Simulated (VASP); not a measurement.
A run of VASP 6.6.1 is set up as follows.

INCAR

```
SYSTEM = CoPd
ALGO = Normal ; EDIFF = 1E-7
ENCUT = 520 ; GGA = PS
ISIF = 2 ; ISMEAR = -1
ISPIN = 2 ; LASPH = .TRUE.
LCHARG = .FALSE. ; LMAXMIX = 4
LORBIT = 11 ; LREAL = .FALSE.
LWAVE = .FALSE. ; MAGMOM = 3.2 0
NBANDS = 20 ; NELM = 150
PREC = Accurate ; SIGMA = 0.1
```

File KPOINTS:

```
k-points
0
G
  12 12 12
  0 0 0
```

POSCAR

```
CoPd
1.0
    1.3368996800      0.7718593956      4.2651002608
   -1.3368996800      0.7718593956      4.2651002608
    0.0000000000     -1.5437187813      4.2651002608
Co Pd
1 1
Direct
    0.0000000000      0.0000000000      0.0000000000
    0.5000000000      0.5000000000      0.5000000000
```

Potentials or basis: VASP PAW PBE potentials, release 64 (Co, Pd).

Run with:

```console
$ cat potpaw_PBE.64/Co/POTCAR potpaw_PBE.64/Pd/POTCAR > POTCAR
$ mpirun -np 1 vasp_std > vasp.out
```

(1) Estimate the pressure.

(2) What does it give for the site moments?

(3) Predict the net moment.

Results:

(1) -6.7 GPa.

(2) Co +1.90; Pd +0.26 μB.

(3) 2.14 μB per cell.

Caveat: the PAW data sets were made with another functional, which shifts forces and pressure a little.
